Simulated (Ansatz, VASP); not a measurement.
# Fe in VASP and in Ansatz

```
CELL_PARAMETERS angstrom
-1.60590 1.60605 1.22558
1.60605 -1.60590 1.22558
3.01133 3.01133 -1.22530
ATOMIC_POSITIONS crystal
Fe 0.00002 0.99998 0.00000
Fe 0.74998 0.25002 0.50000
```

Alike in both runs: task single point; functional RPBE; k mesh 17 × 17 × 8; occupations fermi-dirac, width 0.05 eV; collinear spin.

|  | VASP | Ansatz |
| --- | --- | --- |
| version | VASP 6.6.1 | Ansatz 0.2.0 |
| potentials or method | VASP PAW PBE potentials, release 64 (Fe), cutoff 520 eV | plane waves (420 eV) with PAW, scalar-relativistic |
| valence electrons in the cell | 16 | 32 |

```csv
,VASP,Ansatz,Ansatz less VASP
pressure (GPa),6.6,6.7,+0.10
"traceless stress, the component that is largest in VASP (GPa)",-0.58,-0.57,+0.012
net moment per atom (μB),2.52,2.51,-0.011
size of the moment on the site where the two differ most (μB),2.52,2.55,+0.035
```

VASP's potentials were made for PBE, not for RPBE. Site moments also hang on the region over which each program counts them. VASP's potentials hold 16 valence electrons a cell and Ansatz's 32, so a difference there can come from the potentials and not from the codes.
